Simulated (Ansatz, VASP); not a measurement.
Al4Cl in VASP and in Ansatz

```
Al Cl
1.0
     4.74492    0.00000    0.00000
     0.00000    4.74492    0.00000
     0.00000    0.00000    4.74492
Al Cl
4 1
Direct
  0.30144 0.30144 0.30144
  0.69856 0.69856 0.30144
  0.69856 0.30144 0.69856
  0.30144 0.69856 0.69856
  0.00000 0.00000 0.00000
```

Alike in both runs: functional PBE; k mesh 4 × 4 × 4; occupations gaussian, width 0.1 eV; no spin polarisation.

Ansatz relaxed the structure, and its values are those at the end. VASP's run is a single point on that final structure, the one shown.

```csv
,VASP,Ansatz
version,VASP 6.6.1,Ansatz 0.2.0
potentials or method,"VASP PAW PBE potentials, release 64 (Al, Cl), cutoff 520 eV","scalar-relativistic, plane waves, PAW"
valence electrons in the cell,19,19
```

```csv
,VASP,Ansatz,Ansatz less VASP
gap on the k mesh at the Fermi level (eV),none,none,-
pressure (GPa),0.0,0.0,-0.02
```

A gap of «none» marks a metal or a gap that the smearing closes. With one functional, cell and mesh, what is left measures potentials, basis and numerics.
